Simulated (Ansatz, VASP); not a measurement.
# In in VASP and in Ansatz

POSCAR

```
In
1.0
   -1.6254700000      1.6254700000      2.4737000000
    1.6254700000     -1.6254700000      2.4737000000
    1.6254700000      1.6254700000     -2.4737000000
In
1
Direct
    0.0000000000      0.0000000000      0.0000000000
```

INCAR.step1

```
PREC     = Accurate       # precision mode
ENCUT    = 520            # plane-wave cutoff, eV
EDIFF    = 1E-5           # SCF threshold, eV
ISMEAR   = -1             # smearing method
SIGMA    = 0.05           # smearing width, eV
LREAL    = F              # projectors in reciprocal space
LASPH    = T              # aspherical terms in the spheres
NELM     = 60             # most SCF steps
ALGO     = Normal         # electronic algorithm
ISIF     = 2              # what is computed and relaxed
LWAVE    = T              # write WAVECAR
LCHARG   = F              # write CHGCAR
NBANDS   = 12             # bands
GGA      = PE             # functional
```

File INCAR.step2:

```
PREC     = Accurate       # precision mode
ENCUT    = 520            # plane-wave cutoff, eV
EDIFF    = 1E-6           # SCF threshold, eV
ISMEAR   = -1             # smearing method
SIGMA    = 0.05           # smearing width, eV
LREAL    = F              # projectors in reciprocal space
LASPH    = T              # aspherical terms in the spheres
NELM     = 60             # most SCF steps
ALGO     = Normal         # electronic algorithm
ISIF     = 2              # what is computed and relaxed
LWAVE    = F              # write WAVECAR
LCHARG   = F              # write CHGCAR
GGA      = PE             # functional
LHFCALC  = T              # exact exchange
HFSCREEN = 0.2079         # screening, 1/A
PRECFOCK = Normal       
NBANDS   = 12             # bands
ISTART   = 1
```

KPOINTS

```
Automatic mesh
0
Gamma
  6 6 6
```

input.yaml

```yaml
crystal:
  lattice:
    - [-1.62547, 1.62547, 2.4737]
    - [1.62547, -1.62547, 2.4737]
    - [1.62547, 1.62547, -2.4737]
  atoms:
    - { symbol: In, position: [0.0, 0.0, 0.0] }
hamiltonian:
  xc: hse06
  pseudopotentials: { kind: paw }
kpoints:
  mp_grid: { grid: [6, 6, 6] }
  band_path:
    path:
      - [[0.0, 0.0, 0.0], [0.0, 0.0, 0.5], [-0.2158906645, 0.2158906645, 0.5], [-0.3579453323, 0.3579453323, 0.3579453323], [0.0, 0.0, 0.0], [0.5, 0.5, -0.5], [0.3579453323, 0.6420546677, -0.3579453323], [0.0, 0.5, 0.0], [0.25, 0.25, 0.25], [0.5, 0.5, -0.2158906645], [0.5, 0.5, -0.5]]
      - [[0.0, 0.0, 0.5], [0.25, 0.25, 0.25]]
    npoints: 4
scf:
  occupations: { method: fermi_dirac, width: 0.05 }
  n_extra_bands: 6
output:
  forces: true
  stress: true
  eigenvalues: true
  fatbands: false
  write_density: true
  write_potential: true
  elf: true
  volumetric_format: npy
```

Alike in both runs: functional HSE06; k mesh 6 × 6 × 6; occupations fermi-dirac, width 0.05 eV; no spin polarisation.

```csv
,VASP,Ansatz
version,VASP 6.6.1,Ansatz 0.2.0
potentials or method,"VASP PAW PBE potentials, release 64 (In_d)",Ansatz PAW
plane-wave cutoff (eV),520,420
valence electrons in the cell,13,13
task,single point,band structure
```

Ansatz gave:

- gap on the k mesh at the Fermi level (eV): none
- pressure (GPa): 0.1
- traceless stress, the component that is largest in VASP (GPa): -1.25

Estimate VASP's values.

gap on the k mesh at the Fermi level (eV): none; pressure (GPa): -0.4; traceless stress, the component that is largest in VASP (GPa): -1.25.

A gap of «none» marks a metal or a gap that the smearing closes. The functional is the same, so the differences come from potentials, cutoffs and numerics.

The k mesh is coarse, so the values compare programs but aren't converged.
